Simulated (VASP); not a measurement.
**ZnInGaO4: single point with PBE+D3(BJ)**

The system is ZnInGaO4.

```xyz
7
Lattice="1.6678 0.9629 8.6517 -1.6678 0.9629 8.6517 0.0000 -1.9258 8.6517" Properties=species:S:1:pos:R:3 pbc="T T T"
Zn    0.0000    0.0000    5.6791
In    0.0000    0.0000    0.0781
Ga    0.0000    0.0000   20.4297
O     0.0000    0.0000    7.6602
O     0.0000    0.0000   18.4613
O     0.0000    0.0000    3.1413
O     0.0000    0.0000   22.4161
```

```yaml
Program: VASP 6.6.1
Task: single point
Functional: PBE
Dispersion: D3(BJ)
Potentials_or_basis: VASP PAW PBE potentials, release 64 (Zn, In_d, Ga_d, O)
Cutoff: 520 eV
k_mesh: 9 × 9 × 9
Occupations: gaussian, width 0.02 eV
Spin: no spin polarisation
```

* Pressure: 0.7 GPa
* Largest force: 0.019 eV/Å
* Band gap on the k mesh: 1.17 eV, direct
* Dispersion energy per atom: -0.211 eV

Forces in eV/Å, atoms in the order of the input:
```
Zn   0.000  0.000  0.001
In   0.000  0.000 -0.001
Ga   0.000  0.000 -0.008
O    0.000  0.000  0.019
O    0.000  0.000 -0.004
O    0.000  0.000 -0.004
O    0.000  0.000 -0.004
```

Levels at points of the mesh, in eV from the valence-band top:
```
           k point  band 27  band 28  band 29  band 30  band 31  band 32  band 33  band 34  band 35  band 36
(0.00, 0.00, 0.00)    -0.77    -0.77    -0.52     0.00     0.00     1.17     4.31     4.94     5.81    10.17
```

It took 65 min on 1 thread of Oxide Virtual Turin-like Processor, on a shared host, peak memory 0.83 GiB.

Caveat: spin-orbit coupling is left out, which moves the levels of the heavy elements. A k mesh can miss the band edges.
